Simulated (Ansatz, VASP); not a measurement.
# CuO: VASP and Ansatz over several settings

```
Cu O
1.0
     2.37267   -1.73382    0.00000
     2.37267    1.73382    0.00000
    -0.86121    0.00000    5.12443
Cu O
2 2
Direct
  0.50000 0.00000 0.50000
  0.00000 0.50000 0.00000
  0.41840 0.58160 0.75000
  0.58160 0.41840 0.25000
```

Single points on this cell with VASP 6.6.1 and Ansatz 0.2.0. Each row is one pair of runs. Alike in all rows: spin: off; k mesh: 10 × 10 × 5; smearing: fermi-dirac, width 0.05 eV.

| level | VASP's potentials, cutoff | Ansatz's potentials, cutoff | gap on the k mesh at the Fermi level (eV), VASP | gap on the k mesh at the Fermi level (eV), Ansatz | pressure (GPa), VASP | pressure (GPa), Ansatz | rms of the force components (eV/Å), VASP | rms of the force components (eV/Å), Ansatz |
| --- | --- | --- | --- | --- | --- | --- | --- | --- |
| LDA | VASP PAW LDA potentials, release 64 (Cu, O), 520 eV | Ansatz PAW, 420 eV | none | none | -14.6 | -15.3 | 0.219 | 0.236 |
| PBE | VASP PAW PBE potentials, release 64 (Cu, O), 520 eV | Ansatz PAW, 420 eV | none | none | -0.4 | -1.0 | 0.138 | 0.154 |
| RPBE+D4 | VASP PAW PBE potentials, release 64 (Cu, O), 520 eV | Ansatz PAW, 420 eV | none | none | -3.8 | -4.5 | 0.103 | 0.120 |
| r2SCAN | VASP PAW PBE potentials, release 64 (Cu, O), 520 eV | Ansatz PAW, 500 eV | none | ? | -7.0 | ? | 0.148 | ? |

Task: Fill in what Ansatz gave in row 4.

Result: gap on the k mesh at the Fermi level (eV): none; pressure (GPa): -7.8; rms of the force components (eV/Å): 0.164.

VASP's potentials hold 34 valence electrons a cell and Ansatz's 50, so a difference there can come from the potentials and not from the codes.

A gap of «none» marks a metal or a gap that the smearing closes.
